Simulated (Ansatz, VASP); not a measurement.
One calculation of Sn, two programs

POSCAR

```
Sn
1.0
   -1.9135985200      1.9135985200      1.8946520000
    1.9135985200     -1.9135985200      1.8946520000
    1.9135985200      1.9135985200     -1.8946520000
Sn
1
Direct
    0.0000000000      0.0000000000      0.0000000000
```

INCAR.step1

```
SYSTEM = Sn
ALGO = Normal ; EDIFF = 1E-4
ENCUT = 520 ; GGA = PE
ISMEAR = -1 ; LASPH = .TRUE.
LCHARG = .FALSE. ; LREAL = .FALSE.
LWAVE = .TRUE. ; NBANDS = 13
NELM = 100 ; PREC = Accurate
SIGMA = 0.05
```

The input INCAR.step2:

```
SYSTEM = Sn
ALGO = Normal ; EDIFF = 1E-7
ENCUT = 520 ; ISIF = 2
ISMEAR = -1 ; ISTART = 1
LASPH = .TRUE. ; LCHARG = .FALSE.
LMIXTAU = .TRUE. ; LREAL = .FALSE.
LWAVE = .FALSE. ; METAGGA = R2SCAN
NBANDS = 13 ; NELM = 100
PREC = Accurate ; SIGMA = 0.05
```

KPOINTS

```
k-points
0
G
  13 13 13
  0 0 0
```

Input for Ansatz:

```yaml
crystal:
  lattice:
    - [-1.91359852, 1.91359852, 1.894652]
    - [1.91359852, -1.91359852, 1.894652]
    - [1.91359852, 1.91359852, -1.894652]
  atoms:
    - { symbol: Sn, position: [0.0, 0.0, 0.0] }
basis:
  ecutwfc: 571.4391111657479
kpoints:
  mp_grid:
    grid: [13, 13, 13]
hamiltonian:
  xc: r2scan
scf:
  occupations:
    method: fermi_dirac
    width: 0.05
output:
  stress: true
```

Alike in both runs: task single point; functional r2SCAN; k mesh 13 × 13 × 13; occupations fermi-dirac, width 0.05 eV; no spin polarisation.

```csv
,VASP,Ansatz
version,VASP 6.6.1,Ansatz 0.2.0
potentials or method,"VASP PAW PBE potentials, release 64 (Sn_d), cutoff 520 eV","plane waves, PAW"
valence electrons in the cell,14,14
```

|  | VASP | Ansatz | Ansatz less VASP |
| --- | --- | --- | --- |
| pressure (GPa) | -1.3 | -1.3 | 0.00 |
| traceless stress, the component that is largest in VASP (GPa) | -0.30 | -0.30 | -0.002 |

VASP's potentials were made for PBE, not for r2SCAN.
